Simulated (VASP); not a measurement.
Te2Mo, 3 atoms in the cell. The cell holds a slab with vacuum, 3 atoms: a = 3.293 Å, b = 3.293 Å, c = 16.645 Å, α = 90.00°, β = 90.00°, γ = 120.00°. 

| Quantity | Value |
| --- | --- |
| Program | VASP 6.6.1 |
| Task | single point |
| Functional | LDA |
| Potentials or basis | VASP PAW LDA potentials, release 64 (Te, Mo_sv) |
| Cutoff | 520 eV |
| k mesh | 9 × 9 × 2 |
| Occupations | gaussian, width 0.05 eV |
| Spin | no spin polarisation |
| Dipole correction | no |
| Further INCAR settings | ALGO = Normal; EDIFF = 1e-07; NBANDS = 20 |

Potentials or basis: VASP PAW LDA potentials, release 64 (Te, Mo_sv).

The run is started by

```bash
$ cat potpaw_LDA.64/Te/POTCAR potpaw_LDA.64/Mo_sv/POTCAR > POTCAR
$ mpirun -np 1 vasp_std > vasp.out
```

Hardware: 1 thread of Intel Xeon 8259CL, on a shared host.

How long does it take, and how much memory?

Run time: 110 s on 1 thread of Intel Xeon 8259CL (shared host), peak memory 0.25 GiB. Counts: scf iterations 22, k points 24.
